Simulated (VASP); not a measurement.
**PbS: single point with PBEsol**

The system is PbS.

```
Pb S
1.0
     0.00000    2.99880    2.99880
     2.99880    0.00000    2.99880
     2.99880    2.99880    0.00000
Pb S
1 1
Direct
  0.00000 0.00000 0.00000
  0.50000 0.50000 0.50000
```

This cell differs from its parent crystal: strained.

- Program: VASP 6.6.1
- Task: single point
- Functional: PBEsol
- Potentials or basis: VASP PAW PBE potentials, release 64 (Pb_d, S)
- Cutoff: 520 eV
- k mesh: 10 × 10 × 10
- Occupations: gaussian, width 0.05 eV
- Spin: no spin polarisation
- Dipole correction: no
- Further INCAR settings: ALGO = Normal; EDIFF = 1e-07; NBANDS = 17

```yaml
Pressure: -2.6 GPa
Band_gap_on_the_k_mesh: 0.37 eV
```

Levels at points of the mesh, in eV from the valence-band top:
```
           k point  band 6  band 7  band 8  band 9  band 10  band 11  band 12  band 13  band 14  band 15
(0.00, 0.00, 0.00)  -13.27   -6.08   -1.97   -1.97    -1.97     5.10     5.10     5.10     6.76     6.76
(0.50, 0.00, 0.00)  -12.09   -8.67   -1.60   -1.60     0.00     0.37     2.00     2.00     8.48    10.18
(0.50, 0.50, 0.00)  -11.70   -7.16   -4.94   -3.22    -3.22     3.90     5.45     5.55     5.55    11.18
```

It took 44 s on 1 thread of Intel Xeon 8259CL (shared host), peak memory 0.2 GiB.

Caveat: the cell differs from its parent crystal (strained); the PAW data sets were made with another functional, which shifts forces and pressure a little; spin-orbit coupling is left out, which moves the levels of the heavy elements. A k mesh can miss the band edges.
